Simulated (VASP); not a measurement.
Mg, 2 atoms in the cell. The typed cell holds 2 atoms: a = 3.209 Å, b = 3.223 Å, c = 5.210 Å, α = 90.21°, β = 90.57°, γ = 120.43°.  This cell differs from its parent crystal: equal xy, yz and zx shear strains of -1 %.

| Quantity | Value |
| --- | --- |
| Program | VASP 6.6.1 |
| Task | electric field gradients |
| Functional | PBEsol |
| Potentials or basis | VASP PAW PBE potentials, release 64 (Mg) |
| Cutoff | 520 eV |
| k mesh | 12 × 12 × 7 |
| Occupations | fermi-dirac, width 0.08 eV |
| Spin | no spin polarisation |
| Dipole correction | no |
| Further INCAR settings | ALGO = Normal; EDIFF = 1e-08; NBANDS = 9 |

Potentials or basis: VASP PAW PBE potentials, release 64 (Mg).

Run with:

```bash
$ cat potpaw_PBE.64/Mg/POTCAR > POTCAR
$ mpirun -np 1 vasp_std > vasp.out
```

Hardware: 1 thread of Oxide Virtual Turin-like Processor (shared host).

Question: How long does it take, and how much memory?

Answer: Wall time 110 s on 1 thread of Oxide Virtual Turin-like Processor (shared host), peak memory 0.29 GiB. Counts: scf iterations 12, k points 506.
